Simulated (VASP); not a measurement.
# TiN (Fm-3m) in VASP: single point with PBEsol

Aim: the single point of TiN with PBEsol.

Program: VASP 6.6.1. These are calculated values, not measurements. Logs are shortened: lines on timing, memory, paths and dates and some standing lists are left out, and cuts for length are marked.

## 1. The cell of the first run

The structure is cubic, space group Fm-3m (No. 225). Conventional cell: a = 4.238 Å, b = 4.238 Å, c = 4.238 Å, α = 90.00°, β = 90.00°, γ = 90.00°. Ti (site symmetry m-3m) has 6 N at 2.12 Å within 2.8 Å. Within 2.8 Å of N (site symmetry m-3m) lie 6 Ti at 2.12 Å.

## 2. Single point, PBEsol

The input, INCAR:

```
SYSTEM = TiN
PREC = Accurate ; ENCUT = 600
EDIFF = 1E-6 ; ISMEAR = -1
SIGMA = 0.1 ; LREAL = .False.
LASPH = .True. ; NELM = 120
ALGO = Normal ; ISIF = 2
LWAVE = .False. ; LCHARG = .False.
GGA = PS ; NBANDS = 16
GGA_COMPAT = .False.
```

The input, KPOINTS:

```
Automatic mesh
0
Gamma
  11 11 11
  0 0 0
```

The input, POSCAR:

```
TiN
1.0
    2.9967190000      0.0000000000      0.0000000000
    1.4983595000      2.5952347820      0.0000000000
    1.4983595000      0.8650782607      2.4468108175
Ti N
1 1
Direct
    0.0000000000      0.0000000000      0.0000000000
    0.5000000000      0.5000000000      0.5000000000
```

Potentials or basis: VASP PAW PBE potentials, release 64 (Ti_sv, N).

Command:

```sh
> cat potpaw_PBE.64/Ti_sv/POTCAR potpaw_PBE.64/N/POTCAR > POTCAR
> mpirun -np 1 vasp_std > vasp.out
```

OUTCAR:

```text
SYSTEM = TiN
   PREC = Accurate
   ENCUT = 600
   EDIFF = 1E-6
   ISMEAR = -1
   LREAL = .False.
   LASPH = .True.
   NELM = 120
   ISIF = 2
   GGA = PS

 ion  position               nearest neighbor table
   1  0.000  0.000  0.000-   2 2.12   2 2.12   2 2.12   2 2.12   2 2.12   2 2.12
   2  0.500  0.500  0.500-   1 2.12   1 2.12   1 2.12   1 2.12   1 2.12   1 2.12

  LATTYP: Found a face centered cubic cell.
 ALAT       =     4.2380006524

  Lattice vectors:

 A1 = (   2.9967190000,   0.0000000000,   0.0000000000)
 A2 = (   1.4983595000,   2.5952347820,   0.0000000000)
 A3 = (   1.4983595000,   0.8650782607,   2.4468108175)

Analysis of symmetry for initial positions (statically):
=====================================================================
 Subroutine PRICEL returns:
 Original cell was already a primitive cell.

 Routine SETGRP: Setting up the symmetry group for a
 face centered cubic supercell.

 Subroutine GETGRP returns: Found 48 space group operations
 (whereof 48 operations were pure point group operations)
 out of a pool of 48 trial point group operations.

The static configuration has the point symmetry O_h .

Analysis of symmetry for dynamics (positions and initial velocities):
=====================================================================
 Subroutine PRICEL returns:
 Original cell was already a primitive cell.

 Routine SETGRP: Setting up the symmetry group for a
 face centered cubic supercell.

 Subroutine GETGRP returns: Found 48 space group operations
 (whereof 48 operations were pure point group operations)
 out of a pool of 48 trial point group operations.

The dynamic configuration has the point symmetry O_h .

 Subroutine INISYM returns: Found 48 space group operations
 (whereof 48 operations are pure point group operations),
 and found     1 'primitive' translations

----------------------------------------------------------------------------------------

                                     Primitive cell

  volume of cell :      19.0293

  direct lattice vectors                    reciprocal lattice vectors
     2.996719000  0.000000000  0.000000000     0.333698288 -0.192660796 -0.136231756
     1.498359500  2.595234782  0.000000000     0.000000000  0.385321593 -0.136231756
     1.498359500  0.865078261  2.446810817     0.000000000  0.000000000  0.408695267

  length of vectors
     2.996719000  2.996719000  2.996719000     0.408695267  0.408695267  0.408695267

  position of ions in fractional coordinates (direct lattice)
     0.000000000  0.000000000  0.000000000
     0.500000000  0.500000000  0.500000000

  ion indices of the primitive-cell ions
   primitive index   ion index
                 1           1
                 2           2

----------------------------------------------------------------------------------------

 KPOINTS: Automatic mesh

Automatic generation of k-mesh.
 Grid dimensions read from file:
 generate k-points for:   11   11   11

 Generating k-lattice:

  Cartesian coordinates                     Fractional coordinates (reciprocal lattice)
     0.030336208 -0.017514618 -0.012384705     0.090909091  0.000000000  0.000000000
     0.000000000  0.035029236 -0.012384705     0.000000000  0.090909091  0.000000000
     0.000000000  0.000000000  0.037154115     0.000000000  0.000000000  0.090909091

  Length of vectors
     0.037154115  0.037154115  0.037154115

  Shift w.r.t. Gamma in fractional coordinates (k-lattice)
     0.000000000  0.000000000  0.000000000

 Subroutine IBZKPT returns following result:
 ===========================================

 Found     56 irreducible k-points:

 Following reciprocal coordinates:
            Coordinates               Weight
  0.000000  0.000000  0.000000      1.000000
  0.090909  0.000000  0.000000      8.000000
  0.181818  0.000000  0.000000      8.000000
  0.272727 -0.000000 -0.000000      8.000000
  0.363636 -0.000000  0.000000      8.000000
  0.454545  0.000000  0.000000      8.000000
[... 16 lines left out ...]
 -0.272727  0.181818  0.000000     24.000000
 -0.181818  0.181818 -0.000000     12.000000
 [... further k-points ...]
   k-points           NKPTS =     56   k-points in BZ     NKDIM =     56   number of bands    NBANDS=     16
   number of dos      NEDOS =    301   number of ions     NIONS =      2
   total plane-waves  NPLWV =  13824
   dimension x,y,z NGX =    24 NGY =   24 NGZ =   24
   dimension x,y,z NGXF=    48 NGYF=   48 NGZF=   48
   ions per type =               1   1
   NGX,Y,Z   is equivalent  to a cutoff of  13.31, 13.31, 13.31 a.u.
   NGXF,Y,Z  is equivalent  to a cutoff of  26.63, 26.63, 26.63 a.u.
 SYSTEM =  TiN
   PREC   = accura    normal or accurate (medium, high low for compatibility)
   ISTART =      0    job   : 0-new  1-cont  2-samecut
   ICHARG =      2    charge: 1-file 2-atom 10-const
   ISPIN  =      1    spin polarized calculation?
   LNONCOLLINEAR =      F non collinear calculations
   LSORBIT =      F    spin-orbit coupling
   LASPH  =      T    aspherical Exc in radial PAW
   ENCUT  =  600.0 eV  44.10 Ry    6.64 a.u.   5.99  5.99  5.99*2*pi/ulx,y,z
   NELM   =    120;   NELMIN=  2; NELMDL= -5     # of ELM steps
   EDIFF  = 0.1E-05   stopping-criterion for ELM
   LREAL  =      F    real-space projection
   EDIFFG = 0.1E-04   stopping-criterion for IOM
   NSW    =      0    number of steps for IOM
   IBRION =     -1    ionic relax: 0-MD 1-quasi-New 2-CG
   NFREE  =      0    steps in history (QN), initial steepest desc. (CG)
   ISIF   =      2    stress and relaxation
   ISYM   =      2    0-nonsym 1-usesym 2-fastsym
   POTIM  = 0.5000    time-step for ionic-motion
   TEBEG  =    0.0;   TEEND  =   0.0 temperature during run
   PSTRESS=    0.0 pullay stress
   NELECT =      17.0000    total number of electrons
   NUPDOWN=      -1.0000    fix difference up-down
   EMIN   =  10.00;   EMAX   =-10.00  energy-range for DOS
   EFERMI =   0.00;   METHOD = LEGACY
   ISMEAR =    -1;   SIGMA  =   0.10  broadening in eV -4-tet -1-fermi 0-gaus
   EFERMI_NEDOS =   21; number of points for ismear=-14 and -15
   IALGO  =     38    algorithm
   IMIX   =      4    mixing-type and parameters
     AMIX     =   0.40;   BMIX     =  1.00
     AMIX_MAG =   1.60;   BMIX_MAG =  1.00
  volume/ion in A,a.u.               =       9.51        64.21
  Fermi-wavevector in a.u.,A,eV,Ry     =   1.576704  2.979538 33.824014  2.485995
  Thomas-Fermi vector in A             =   2.677497
   LORBIT       =      0    0 simple, 1 ext, 2 COOP (PROOUT), +10 PAW based schemes
   GGA     = PS    functional components
   LHFCALC =     F    Hartree Fock is set to
   AEXX    =    0.0000 exact exchange contribution
   IVDW    =     0    specifies the selected vdW correction
   LEPSILON=     F    determine dielectric tensor
   LRPA    =     F    only Hartree local field effects (RPA)
 non-spin polarized calculation
  energy-cutoff  :      600.00
  volume of cell :       19.03
 maximum number of plane-waves:       648
   NGX = 11   NGY = 11   NGZ = 11

 number of electron      17.0000001 magnetization

 Free energy of the ion-electron system (eV)
  ---------------------------------------------------
  ext. energy  EPLUGINS =         0.00000000
  ---------------------------------------------------
  free energy    TOTEN  =       -20.78348418 eV

  energy without entropy =      -20.75135862  energy(sigma->0) =      -20.76742140

 E-fermi :  11.3424     XC(G=0): -13.2366

 val. band max:       11.3194161495   @ k =  -0.4545   0.3636   0.1818
 cond. band min:      11.3502291757   @ k =   0.4545   0.1818  -0.0000
 fundamental gap:      0.0308130262
 Fermi energy:        11.3423611266

 k-point     1 :       0.0000    0.0000    0.0000
  band No.  band energies     occupation
      1     -46.2551      2.00000
      2     -22.3336      2.00000
      3     -22.3336      2.00000
      4     -22.3336      2.00000
      5      -5.7101      2.00000
      6       9.3250      2.00000
[... 8 lines left out ...]
     15      24.4084      0.00000
     16      31.1018      0.00000

 k-point     2 :       0.0909    0.0000    0.0000
  band No.  band energies     occupation
      1     -46.2472      2.00000
      2     -22.3890      2.00000
      3     -22.3382      2.00000
      4     -22.3382      2.00000
      5      -5.5473      2.00000
      6       8.4720      2.00000
[... 8 lines left out ...]
     15      24.5269      0.00000
     16      30.8661      0.00000

 k-point     3 :       0.1818    0.0000    0.0000
  band No.  band energies     occupation
      1     -46.2259      2.00000
      2     -22.5353      2.00000
      3     -22.3505      2.00000
      4     -22.3505      2.00000
      5      -5.0920      2.00000
      6       6.9571      2.00000
[... 8 lines left out ...]
     15      24.4798      0.00000
     16      29.9633      0.00000

 k-point     4 :       0.2727   -0.0000   -0.0000
  band No.  band energies     occupation
      1     -46.1978      2.00000
      2     -22.7217      2.00000
      3     -22.3666      2.00000
      4     -22.3666      2.00000
      5      -4.4391      2.00000
      6       5.4094      2.00000
[... 8 lines left out ...]
     15      24.1626      0.00000
     16      28.4358      0.00000
[... 324 lines left out ...]
 k-point    22 :      -0.3636    0.1818    0.0000
  band No.  band energies     occupation
      1     -46.1473      2.00000
      2     -22.8909      2.00000
      3     -22.5314      2.00000
      4     -22.4055      2.00000
      5      -3.5009      2.00000
      6       3.9921      2.00000
[... 8 lines left out ...]
     15      23.9111      0.00000
     16      25.4167      0.00000

 k-point    23 :      -0.2727    0.1818    0.0000
  band No.  band energies     occupation
      1     -46.1646      2.00000
      2     -22.8060      2.00000
      3     -22.5180      2.00000
      4     -22.3784      2.00000
      5      -3.8437      2.00000
      6       4.4751      2.00000
[... 8 lines left out ...]
     15      23.6419      0.00000
     16      25.9381      0.00000

 k-point    24 :      -0.1818    0.1818   -0.0000
  band No.  band energies     occupation
      1     -46.1884      2.00000
      2     -22.6998      2.00000
      3     -22.4688      2.00000
      4     -22.3561      2.00000
      5      -4.3310      2.00000
      6       5.2611      2.00000
[... 8 lines left out ...]
     15      23.9839      0.00000
     16      26.7847      0.00000

 [... further k-points ...]
[... 5 lines left out ...]
  --------------------------------------------------------------------------------------
  -------------------------------------------------------------------------------------
  Total       -0.7551195     -0.7551195     -0.7551195     -0.0000000     -0.0000000     -0.0000000
  in kB      -63.5774607    -63.5774607    -63.5774607     -0.0000000     -0.0000000     -0.0000000
  external PRESSURE =     -63.5774607 kB  Pullay stress =       0.0000000 kB

 VOLUME and BASIS-vectors are now :
 -----------------------------------------------------------------------------
  energy-cutoff  :      600.00
  volume of cell :       19.03
      direct lattice vectors                 reciprocal lattice vectors
     2.996719000  0.000000000  0.000000000     0.333698288 -0.192660796 -0.136231756
     1.498359500  2.595234782  0.000000000     0.000000000  0.385321593 -0.136231756
     1.498359500  0.865078261  2.446810817     0.000000000  0.000000000  0.408695267

 POSITION                                       TOTAL-FORCE (eV/Angst)
 -----------------------------------------------------------------------------------
      0.00000      0.00000      0.00000         0.000000     -0.000000      0.000000
      2.99672      1.73016      1.22341        -0.000000      0.000000      0.000000
 -----------------------------------------------------------------------------------
    total drift:                               -0.000000      0.000000      0.000000

  FREE ENERGIE OF THE ION-ELECTRON SYSTEM (eV)
  ---------------------------------------------------
  free  energy   TOTEN  =       -20.7834841771 eV

  energy  without entropy=      -20.7513586183  energy(sigma->0) =      -20.76742140
```

Wall time 16 s (1 thread of Intel Xeon Platinum 8559C (Emerald Rapids), shared host); peak memory 0.15 GiB.

Results:

```
Free energy            : -20.7835 eV
Pressure               : -6.4 GPa
Band gap on the k mesh : zero (an odd number of electrons rules out a gap without spin polarisation)
```

Levels at points of the mesh, in eV from the Fermi level:
```
           k point  band 7  band 8  band 9  band 10  band 11  band 12
(0.00, 0.00, 0.00)   -2.02   -2.02   -0.63    -0.63    -0.63     0.58
```

Caveat: the cell stands under tension; the PAW data sets were made with another functional, which shifts forces and pressure a little.
